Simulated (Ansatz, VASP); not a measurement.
This is a calculation of Sn for VASP 6.6.1.

INCAR

```
PREC     = Accurate       # precision mode
ENCUT    = 520            # plane-wave cutoff, eV
EDIFF    = 1E-6           # SCF threshold, eV
ISMEAR   = -1             # smearing method
SIGMA    = 0.05           # smearing width, eV
LREAL    = F              # projectors in reciprocal space
LASPH    = T              # aspherical terms in the spheres
NELM     = 80             # most SCF steps
ALGO     = Normal         # electronic algorithm
ISIF     = 2              # what is computed and relaxed
LWAVE    = F              # write WAVECAR
LCHARG   = F              # write CHGCAR
NBANDS   = 21             # bands
```

Contents of KPOINTS:

```
regular mesh
0
Gamma
  7 7 7
```

Contents of POSCAR:

```
Sn
1.0
    0.0000000000      3.2967577782      3.2967577782
    3.2967577782      0.0000000000      3.2967577782
    3.2967577782      3.2967577782      0.0000000000
Sn
2
Direct
    0.7500000000      0.7500000000      0.7500000000
    0.5000000000      0.5000000000      0.5000000000
```

Potentials or basis: VASP PAW LDA potentials, release 64 (Sn_d).

Run with:

```bash
$ cat potpaw_LDA.64/Sn_d/POTCAR > POTCAR
$ mpirun -np 1 vasp_std > vasp.out
```

Q: Translate it to Ansatz 0.2.0. Potentials there: Ansatz PAW.

A: As run (the cutoff follows the program's own potentials):

Contents of input.yaml:

```yaml
crystal:
  lattice:
    - [0.0, 3.2967577782, 3.2967577782]
    - [3.2967577782, 0.0, 3.2967577782]
    - [3.2967577782, 3.2967577782, 0.0]
  atoms:
    - { symbol: Sn, position: [0.75, 0.75, 0.75] }
    - { symbol: Sn, position: [0.5, 0.5, 0.5] }
hamiltonian:
  xc: lda
  pseudopotentials: { kind: paw }
kpoints:
  mp_grid: { grid: [7, 7, 7] }
scf:
  occupations: { method: fermi_dirac, width: 0.05 }
output:
  forces: true
  stress: true
  eigenvalues: true
```

Potentials or basis: Ansatz PAW.

Command:

```console
$ ansatz run input.yaml --threads 2 --pin off --max-ram 5632MiB --backend cpu --events-out ev --progress --plain --runs-dir out
```

Both were run:

|  | VASP | Ansatz | Ansatz less VASP |
| --- | --- | --- | --- |
| gap on the k mesh at the Fermi level (eV) | none | none | - |
| pressure (GPa) | -2.1 | -2.1 | +0.01 |

LDA's correlation is that of Perdew and Zunger in VASP and of Perdew and Wang (1992) in Ansatz. A gap of «none» marks a metal or a gap that the smearing closes.
